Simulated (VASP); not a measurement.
Te:

```
Te
1.0
     4.29663    0.00000    0.00000
    -2.14832    3.72099    0.00000
     0.00000    0.00000    5.90411
Te
3
Direct
  0.28554 0.00000 0.33333
  0.00000 0.28554 0.66667
  0.71446 0.71446 0.00000
```

Base run:

| Quantity | Value |
| --- | --- |
| Program | VASP 6.6.1 |
| Functional | LDA |
| Potentials or basis | VASP PAW LDA potentials, release 64 (Te) |
| Cutoff | 520 eV |
| k mesh | 7 × 7 × 5 |
| Occupations | fermi-dirac, width 0.05 eV |
| Spin | no spin polarisation |

Its results: band gap on the k mesh 0.40 eV (least direct gap 0.61 eV); pressure 0.0 GPa.

Problem. The run is repeated on the same cell with these changes: k mesh from 7 × 7 × 5 to 4 × 4 × 3. What comes out?

Solution. Band gap on the k mesh 0.59 eV (least direct gap 0.75 eV); pressure 0.2 GPa.

Caveats: some runs use coarse meshes; spin-orbit coupling is left out, which moves the levels of the heavy elements; an odd mesh through Γ misses points on the zone boundary, where band edges can lie.
